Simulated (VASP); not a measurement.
# CS3: relaxation of cell and atoms with PBE+D3(BJ)

Crystal: CS3.

```
C S
1.0
    -2.37021    2.37021    2.37021
     2.37021   -2.37021    2.37021
     2.37021    2.37021   -2.37021
C S
1 3
Cartesian
  0.0000 0.0000 0.0000
  2.3702 0.0000 0.0000
  0.0000 2.3702 0.0000
  0.0000 0.0000 2.3702
```

| Property | Result |
| --- | --- |
| Program | VASP 6.6.1 |
| Task | relaxation of cell and atoms |
| Functional | PBE |
| Dispersion | D3(BJ) |
| Potentials or basis | VASP PAW PBE potentials, release 64 (C, S) |
| Cutoff | 600 eV |
| k mesh | 14 × 14 × 14 |
| Occupations | gaussian, width 0.1 eV |
| Spin | no spin polarisation |
| Dipole correction | no |
| Further INCAR settings | ALGO = Normal; EDIFF = 1e-06; IBRION = 2; EDIFFG = -0.01; NSW = 100; ISIF = 3 |

The relaxed volume is 13.37 Å³/atom, the relaxed cell is a = 4.111 Å, b = 4.111 Å, c = 4.111 Å, α = 109.47°, β = 109.47°, γ = 109.47° and the space group after relaxing (to 0.05 Å) is Im-3m (No. 229). The energy gained by relaxing is 0.0 meV/atom. The ionic steps are 2 and the pressure after relaxing is -0.1 GPa. The dispersion energy per atom is -0.351 eV.

Step by step:
| step | energy change (eV) | largest force (eV/Å) | pressure (GPa) | volume (Å³) |
| --- | --- | --- | --- | --- |
| 1 | 0.0000 | 0.0000 | 0.35 | 53.26 |
| 2 | -0.0002 | 0.0000 | -0.10 | 53.48 |

Final structure:
```xyz
4
Lattice="-2.3735 2.3735 2.3735 2.3735 -2.3735 2.3735 2.3735 2.3735 -2.3735" Properties=species:S:1:pos:R:3 pbc="T T T"
C    -2.3735    2.3735    2.3735
S     2.3735    0.0000    0.0000
S     0.0000    2.3735    0.0000
S     2.3735    2.3735    0.0000
```

Levels at points of the mesh, in eV from the Fermi level:
| k point | band 8 | band 9 | band 10 | band 11 | band 12 | band 13 | band 14 | band 15 |
| --- | --- | --- | --- | --- | --- | --- | --- | --- |
| (0.00, 0.00, 0.00) | -5.18 | -5.18 | -5.18 | 2.46 | 2.46 | 2.46 | 2.79 | 2.79 |
| (0.50, 0.00, 0.00) | -3.06 | -2.68 | -2.48 | -0.91 | -0.23 | 0.70 | 1.05 | 4.28 |
| (0.50, 0.50, 0.50) | -3.39 | -3.39 | -3.39 | 4.58 | 4.58 | 4.58 | 4.81 | 4.81 |

Run time: 2.4 min on 1 thread of Oxide Virtual Turin-like Processor (shared host), peak memory 0.23 GiB.

Caveat: the bands computed are all filled at some k points, so no gap is given.
